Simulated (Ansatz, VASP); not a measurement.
One calculation of Mo, two programs

```
Mo
1.0
    -1.54392    1.54392    3.75231
     1.54392   -1.54392    3.75231
     1.54392    1.54392   -3.75231
Mo
2
Direct
  0.83983 0.83983 0.00000
  0.16017 0.16017 0.00000
```

Alike in both runs: functional PBEsol; k mesh 24 × 24 × 24; occupations gaussian, width 0.1 eV; no spin polarisation.

Ansatz relaxed the structure, and its values are those at the end. VASP's run is a single point on that final structure, the one shown.

|  | VASP | Ansatz |
| --- | --- | --- |
| version | VASP 6.6.1 | Ansatz 0.2.0 |
| potentials or method | VASP PAW PBE potentials, release 64 (Mo_sv), cutoff 520 eV | scalar-relativistic, plane waves, PAW |
| valence electrons in the cell | 28 | 28 |

Ansatz gave:

| Item | Value |
| --- | --- |
| gap on the k mesh at the Fermi level (eV) | none |
| pressure (GPa) | 0.0 |
| rms of the force components (eV/Å) | 0.002 |

Question: What did VASP give for the same quantities?

Answer: gap on the k mesh at the Fermi level (eV): none; pressure (GPa): 0.6; rms of the force components (eV/Å): 0.015.

VASP's potentials were made for PBE, not for PBEsol. A gap of «none» marks a metal or a gap that the smearing closes.
